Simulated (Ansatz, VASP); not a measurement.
## Mo: VASP beside Ansatz

```
Mo
1.0
    -1.40789    1.87460    1.38456
     1.40789   -1.87460    1.38456
     1.40789    1.87460   -1.38456
Mo
1
Cartesian
  0.0000 0.0000 0.0000
```

Change from the starting cell: strain +e along x and -e along y -0.1500, strain +e along z and -e/2 along x and y -0.1100.

Alike in both runs: task single point; functional LDA; k mesh 20 × 20 × 20; occupations gaussian, width 0.15 eV; no spin polarisation.

|  | VASP | Ansatz |
| --- | --- | --- |
| version | VASP 6.6.1 | Ansatz 0.2.0 |
| potentials or method | VASP PAW LDA potentials, release 64 (Mo_sv), cutoff 520 eV | scalar-relativistic, plane waves, PAW |
| valence electrons in the cell | 14 | 14 |

VASP gave:

```
gap on the k mesh at the Fermi level (eV)                     : none
pressure (GPa)                                                : 13.8
traceless stress, the component that is largest in VASP (GPa) : -7.64
```

Q: Estimate Ansatz's values.

A: gap on the k mesh at the Fermi level (eV): none; pressure (GPa): 12.6; traceless stress, the component that is largest in VASP (GPa): -7.71.

Ansatz warns that its potentials were made for another functional, while VASP's fit it. LDA's correlation is that of Perdew and Zunger in VASP and of Perdew and Wang (1992) in Ansatz. A gap of «none» marks a metal or a gap that the smearing closes.
